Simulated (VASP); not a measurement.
# TaN (P1) in VASP: a series of runs

The runs below take TaN through single point, with PBE.

Everything below comes from runs of VASP 6.6.1. Logs are shortened: lines on timing, memory, paths and dates and some standing lists are left out, and cuts for length are marked.

## Step 1: The cell of the first run

The typed cell holds 12 atoms: a = 5.276 Å, b = 5.276 Å, c = 5.911 Å, α = 90.00°, β = 90.00°, γ = 120.00°.

## Step 2: Single point, PBE

INCAR

```
PREC     = Accurate       # precision mode
ENCUT    = 520            # plane-wave cutoff, eV
EDIFF    = 1E-7           # SCF threshold, eV
ISMEAR   = -1             # smearing method
SIGMA    = 0.17           # smearing width, eV
LREAL    = False          # projectors in reciprocal space
LASPH    = True           # aspherical terms in the spheres
NELM     = 100            # most SCF steps
ALGO     = Normal         # electronic algorithm
ISIF     = 2              # what is computed and relaxed
LWAVE    = False          # write WAVECAR
LCHARG   = False          # write CHGCAR
GGA      = PE             # functional
NBANDS   = 60             # bands
```

KPOINTS

```
regular mesh
0
Gamma
  2 2 2
```

POSCAR

```
TaN
1.0
    5.2761130000      0.0000000000      0.0000000000
   -2.6380570000      4.5692480000      0.0000000000
    0.0000000000      0.0000000000      5.9113610000
Ta N
6 6
Direct
    0.0337019208      0.1003447394     -0.0079507917
    0.3751066368      0.7393339123      0.2524122617
    0.7202434514      0.3611316348      0.2466775418
    0.0468899616      0.0574273929      0.4804984842
    0.3283668280      0.6779233694      0.7343994048
    0.7110057897      0.4140725126      0.7328092465
    0.6129987406      0.0594189678     -0.0050073071
    0.4281698591      0.4646497629      0.0238185420
    0.0407321554      0.6834603856     -0.0300607593
    0.6245358477      0.0150571823      0.5066853471
    0.4426625196      0.4644090231      0.4940148301
    0.0154353673      0.6640261155      0.5130459804
```

Potentials or basis: VASP PAW PBE potentials, release 64 (Ta_pv, N).

On the command line:

```console
cat potpaw_PBE.64/Ta_pv/POTCAR potpaw_PBE.64/N/POTCAR > POTCAR
mpirun -np 1 vasp_std > vasp.out
```

OUTCAR:

```text
PREC = Accurate
   ENCUT = 520
   EDIFF = 1E-7
   ISMEAR = -1
   LREAL = False
   LASPH = True
   NELM = 100
   ISIF = 2
   GGA = PE

 ion  position               nearest neighbor table
   1  0.034  0.100  0.992-   8 2.02   7 2.12   9 2.22   4 2.90   3 3.03   4 3.04   5 3.05   6 3.29
                             2 3.30   2 3.38   6 3.46   6 3.49   3 3.51   2 3.56   5 3.58
   2  0.375  0.739  0.252-  10 2.05   8 2.10   7 2.15  11 2.19  12 2.32   9 2.34   3 2.85   5 2.86
                             3 3.00   5 3.08   4 3.25   1 3.30   3 3.31   4 3.35   1 3.38   4 3.40
   3  0.720  0.361  0.247-   7 2.04  12 2.23  10 2.24   8 2.29  11 2.32   9 2.36   2 2.85   6 2.89
                             2 3.00   1 3.03   6 3.05   4 3.20   2 3.31   4 3.38   4 3.47   1 3.51
   4  0.047  0.057  0.480-  12 2.01  11 2.12  10 2.13   1 2.90   1 3.04   3 3.20   5 3.21   2 3.25
                             6 3.30   2 3.35   3 3.38   5 3.38   6 3.38   2 3.40   3 3.47   6 3.50
   5  0.328  0.678  0.734-   9 2.07  12 2.08  11 2.08  10 2.15   8 2.25   7 2.38   6 2.83   2 2.86
                             6 2.97   1 3.05   2 3.08   4 3.21   6 3.36   4 3.38   1 3.58
   6  0.711  0.414  0.733-  12 1.97  11 2.11   9 2.13   7 2.28  10 2.34   8 2.38   5 2.83   3 2.89
                             5 2.97   3 3.05   1 3.29   4 3.30   5 3.36   4 3.38   1 3.46   1 3.49
   7  0.613  0.059  0.995-   3 2.04   1 2.12   2 2.15   6 2.28   5 2.38
   8  0.428  0.465  0.024-   1 2.02   2 2.10   5 2.25   3 2.29   6 2.38
   9  0.041  0.683  0.970-   5 2.07   6 2.13   1 2.22   2 2.34   3 2.36
  10  0.625  0.015  0.507-   2 2.05   4 2.13   5 2.15   3 2.24   6 2.34
  11  0.443  0.464  0.494-   5 2.08   6 2.11   4 2.12   2 2.19   3 2.32
  12  0.015  0.664  0.513-   6 1.97   4 2.01   5 2.08   3 2.23   2 2.32

  LATTYP: Found a hexagonal cell.
 ALAT       =     5.2761130000
 C/A-ratio  =     1.1204007571

  Lattice vectors:

 A1 = (   5.2761130000,   0.0000000000,   0.0000000000)
 A2 = (  -2.6380570000,   4.5692480000,   0.0000000000)
 A3 = (   0.0000000000,   0.0000000000,   5.9113610000)

Analysis of symmetry for initial positions (statically):
=====================================================================
 Subroutine PRICEL returns:
 Original cell was already a primitive cell.

 Routine SETGRP: Setting up the symmetry group for a
 hexagonal supercell.

 Subroutine GETGRP returns: Found  1 space group operations
 (whereof  1 operations were pure point group operations)
 out of a pool of 24 trial point group operations.

The static configuration has the point symmetry C_1 .

Analysis of symmetry for dynamics (positions and initial velocities):
=====================================================================
 Subroutine PRICEL returns:
 Original cell was already a primitive cell.

 Routine SETGRP: Setting up the symmetry group for a
 hexagonal supercell.

 Subroutine GETGRP returns: Found  1 space group operations
 (whereof  1 operations were pure point group operations)
 out of a pool of 24 trial point group operations.

The dynamic configuration has the point symmetry C_1 .

 Subroutine INISYM returns: Found  1 space group operations
 (whereof  1 operations are pure point group operations),
 and found     1 'primitive' translations

----------------------------------------------------------------------------------------

                                     Primitive cell

  volume of cell :     142.5103

  direct lattice vectors                    reciprocal lattice vectors
     5.276113000  0.000000000  0.000000000     0.189533469  0.109427218  0.000000000
    -2.638057000  4.569248000  0.000000000     0.000000000  0.218854394  0.000000000
     0.000000000  0.000000000  5.911361000     0.000000000  0.000000000  0.169165781

  length of vectors
     5.276113000  5.276113344  5.911361000     0.218854408  0.218854394  0.169165781

  position of ions in fractional coordinates (direct lattice)
     0.033701921  0.100344739  0.992049208
     0.375106637  0.739333912  0.252412262
     0.720243451  0.361131635  0.246677542
     0.046889962  0.057427393  0.480498484
     0.328366828  0.677923369  0.734399405
     0.711005790  0.414072513  0.732809246
     0.612998741  0.059418968  0.994992693
     0.428169859  0.464649763  0.023818542
     0.040732155  0.683460386  0.969939241
     0.624535848  0.015057182  0.506685347
     0.442662520  0.464409023  0.494014830
     0.015435367  0.664026116  0.513045980

  ion indices of the primitive-cell ions
   primitive index   ion index
                 1           1
[... 25 lines left out ...]
     0.000000000  0.000000000  0.084582890     0.000000000  0.000000000  0.500000000

  Length of vectors
     0.109427204  0.109427197  0.084582890

  Shift w.r.t. Gamma in fractional coordinates (k-lattice)
     0.000000000  0.000000000  0.000000000

 Subroutine IBZKPT returns following result:
 ===========================================

 Found      8 irreducible k-points:

 Following reciprocal coordinates:
            Coordinates               Weight
  0.000000  0.000000  0.000000      1.000000
  0.500000  0.000000  0.000000      1.000000
  0.000000  0.500000  0.000000      1.000000
  0.500000  0.500000  0.000000      1.000000
  0.000000  0.000000  0.500000      1.000000
  0.500000  0.000000  0.500000      1.000000
  0.000000  0.500000  0.500000      1.000000
  0.500000  0.500000  0.500000      1.000000
   k-points           NKPTS =      8   k-points in BZ     NKDIM =      8   number of bands    NBANDS=     60
   number of dos      NEDOS =    301   number of ions     NIONS =     12
   total plane-waves  NPLWV =  76800
   dimension x,y,z NGX =    40 NGY =   40 NGZ =   48
   dimension x,y,z NGXF=    80 NGYF=   80 NGZF=   96
   ions per type =               6   6
   NGX,Y,Z   is equivalent  to a cutoff of  12.60, 12.60, 13.50 a.u.
   NGXF,Y,Z  is equivalent  to a cutoff of  25.21, 25.21, 27.00 a.u.
 SYSTEM =  unknown system
   PREC   = accura    normal or accurate (medium, high low for compatibility)
   ISTART =      0    job   : 0-new  1-cont  2-samecut
   ICHARG =      2    charge: 1-file 2-atom 10-const
   ISPIN  =      1    spin polarized calculation?
   LNONCOLLINEAR =      F non collinear calculations
   LSORBIT =      F    spin-orbit coupling
   LASPH  =      T    aspherical Exc in radial PAW
   ENCUT  =  520.0 eV  38.22 Ry    6.18 a.u.   9.81  9.81 10.99*2*pi/ulx,y,z
   NELM   =    100;   NELMIN=  2; NELMDL= -5     # of ELM steps
   EDIFF  = 0.1E-06   stopping-criterion for ELM
   LREAL  =      F    real-space projection
   EDIFFG = 0.1E-05   stopping-criterion for IOM
   NSW    =      0    number of steps for IOM
   IBRION =     -1    ionic relax: 0-MD 1-quasi-New 2-CG
   NFREE  =      0    steps in history (QN), initial steepest desc. (CG)
   ISIF   =      2    stress and relaxation
   ISYM   =      2    0-nonsym 1-usesym 2-fastsym
   POTIM  = 0.5000    time-step for ionic-motion
   TEBEG  =    0.0;   TEEND  =   0.0 temperature during run
   PSTRESS=    0.0 pullay stress
   NELECT =      96.0000    total number of electrons
   NUPDOWN=      -1.0000    fix difference up-down
   EMIN   =  10.00;   EMAX   =-10.00  energy-range for DOS
   EFERMI =   0.00;   METHOD = LEGACY
   ISMEAR =    -1;   SIGMA  =   0.17  broadening in eV -4-tet -1-fermi 0-gaus
   EFERMI_NEDOS =   21; number of points for ismear=-14 and -15
   IALGO  =     38    algorithm
   IMIX   =      4    mixing-type and parameters
     AMIX     =   0.40;   BMIX     =  1.00
     AMIX_MAG =   1.60;   BMIX_MAG =  1.00
  volume/ion in A,a.u.               =      11.88        80.14
  Fermi-wavevector in a.u.,A,eV,Ry     =   1.435103  2.711952 28.021488  2.059521
  Thomas-Fermi vector in A             =   2.554439
   LORBIT       =      0    0 simple, 1 ext, 2 COOP (PROOUT), +10 PAW based schemes
   GGA     = PE    functional components
   LHFCALC =     F    Hartree Fock is set to
   AEXX    =    0.0000 exact exchange contribution
   IVDW    =     0    specifies the selected vdW correction
   LEPSILON=     F    determine dielectric tensor
   LRPA    =     F    only Hartree local field effects (RPA)
 non-spin polarized calculation
  energy-cutoff  :      520.00
  volume of cell :      142.51
 maximum number of plane-waves:      3866
 NGX is ok and might be reduce to    40
   NGX = 19   NGY = 19   NGZ = 21

 number of electron      96.0000000 magnetization

 Free energy of the ion-electron system (eV)
  ---------------------------------------------------
  ext. energy  EPLUGINS =         0.00000000
  ---------------------------------------------------
  free energy    TOTEN  =      -131.71549583 eV

  energy without entropy =     -131.38231951  energy(sigma->0) =     -131.54890767

 E-fermi :   7.5019     XC(G=0): -12.7382

 val. band max:        7.3640584709   @ k =   0.0000   0.0000   0.0000
 cond. band min:       7.5037128727   @ k =   0.0000   0.5000   0.5000
 fundamental gap:      0.1396544018
 Fermi energy:         7.5018770202

 k-point     1 :       0.0000    0.0000    0.0000
  band No.  band energies     occupation
      1     -28.6785      2.00000
      2     -28.5409      2.00000
      3     -28.5058      2.00000
      4     -28.4730      2.00000
      5     -28.2580      2.00000
      6     -28.1838      2.00000
[... 493 lines left out ...]
     59      10.6064      0.00000
     60      10.8072      0.00000

------------------------ aborting loop because EDIFF is reached ----------------------------------------

  FORCE on cell =-STRESS in cart. coord.  units (eV):
  Direction    XX          YY          ZZ          XY          YZ          ZX
  --------------------------------------------------------------------------------------
  -------------------------------------------------------------------------------------
  Total       -0.8385471      0.3278808      1.2885666      2.1597669      0.6465727     -1.5055213
  in kB       -9.4273958      3.6862114     14.4867562     24.2812573      7.2691164    -16.9258771
  external PRESSURE =       2.9151906 kB  Pullay stress =       0.0000000 kB

 VOLUME and BASIS-vectors are now :
 -----------------------------------------------------------------------------
  energy-cutoff  :      520.00
  volume of cell :      142.51
      direct lattice vectors                 reciprocal lattice vectors
     5.276113000  0.000000000  0.000000000     0.189533469  0.109427218  0.000000000
    -2.638057000  4.569248000  0.000000000     0.000000000  0.218854394  0.000000000
     0.000000000  0.000000000  5.911361000     0.000000000  0.000000000  0.169165781

 POSITION                                       TOTAL-FORCE (eV/Angst)
 -----------------------------------------------------------------------------------
     -0.08690      0.45850      5.86436         1.200319     -2.996925     -0.000431
      0.02870      3.37820      1.49210        -0.667867     -1.573192     -1.469390
      2.84740      1.65010      1.45820        -3.019804      2.273713      0.079042
      0.09590      0.26240      2.84040        -1.364730      1.025435      1.122802
     -0.05590      3.09760      4.34130         1.749732      3.630894      2.172993
      2.65900      1.89200      4.33190        -1.612135     -2.732571      2.929988
      3.07750      0.27150      5.88176         1.893443     -0.135273     -0.985927
      1.03330      2.12310      0.14080         0.696249     -0.284289     -1.826744
     -1.58810      3.12290      5.73366        -1.294902     -0.212398      1.990918
      3.25540      0.06880      2.99520         0.467417      2.879757     -0.226132
      1.11040      2.12200      2.92030        -0.112876     -1.994209     -1.135107
     -1.67030      3.03410      3.03280         2.065155      0.119057     -2.652013
 -----------------------------------------------------------------------------------
    total drift:                               -0.000586     -0.000138     -0.000069

  FREE ENERGIE OF THE ION-ELECTRON SYSTEM (eV)
  ---------------------------------------------------
  free  energy   TOTEN  =      -131.7154958312 eV

  energy  without entropy=     -131.3823195083  energy(sigma->0) =     -131.54890767
```

Wall time 83 s (1 thread of Intel Xeon Platinum 8375C at 2.90GHz (Ice Lake), shared host); peak memory 0.28 GiB.

What came out:

- Free energy: -131.7155 eV
- Pressure: 0.3 GPa
- Largest force: 4.579 eV/Å
- Band gap on the k mesh: 0.14 eV, indirect (least direct gap 0.22 eV)

Forces in eV/Å, atoms in the order of the input:
```
Ta   1.200 -2.997  0.000
Ta  -0.668 -1.573 -1.469
Ta  -3.020  2.274  0.079
Ta  -1.365  1.025  1.123
Ta   1.750  3.631  2.173
Ta  -1.612 -2.733  2.930
N    1.893 -0.135 -0.986
N    0.696 -0.284 -1.827
N   -1.295 -0.212  1.991
N    0.467  2.880 -0.226
N   -0.113 -1.994 -1.135
N    2.065  0.119 -2.652
```

Levels at points of the mesh, in eV from the valence-band top:
```
           k point  band 44  band 45  band 46  band 47  band 48  band 49  band 50  band 51  band 52  band 53
(0.00, 0.00, 0.00)    -2.27    -2.07    -1.23    -0.92     0.00     0.63     1.24     1.47     1.54     1.99
(0.50, 0.00, 0.00)    -2.65    -2.04    -1.83    -1.48    -0.01     0.43     0.89     1.49     1.67     2.23
(0.00, 0.50, 0.00)    -2.46    -2.07    -1.82    -1.40    -0.43     0.44     1.21     1.61     1.92     2.26
(0.50, 0.50, 0.00)    -2.42    -2.29    -1.69    -1.29    -0.54     0.66     1.42     1.48     1.83     2.08
(0.00, 0.00, 0.50)    -1.62    -1.26    -1.08    -0.95    -0.08     0.35     0.91     1.14     1.35     1.57
(0.50, 0.00, 0.50)    -2.09    -1.65    -0.95    -0.45    -0.02     0.57     0.81     1.24     1.38     1.67
(0.00, 0.50, 0.50)    -1.85    -1.51    -1.16    -0.67    -0.08     0.14     0.87     1.16     1.28     1.72
(0.50, 0.50, 0.50)    -1.67    -1.43    -1.30    -1.08    -0.04     0.20     0.88     1.14     1.30     1.74
```

Caveat: the k points lie up to 0.69 Å⁻¹ apart; spin-orbit coupling is left out, which moves the levels of the heavy elements; forces of over 1 eV/Å act on the atoms, so gaps and moduli don't describe the material at rest. A k mesh can miss the band edges.

(Part 1 of 2 ends here.)
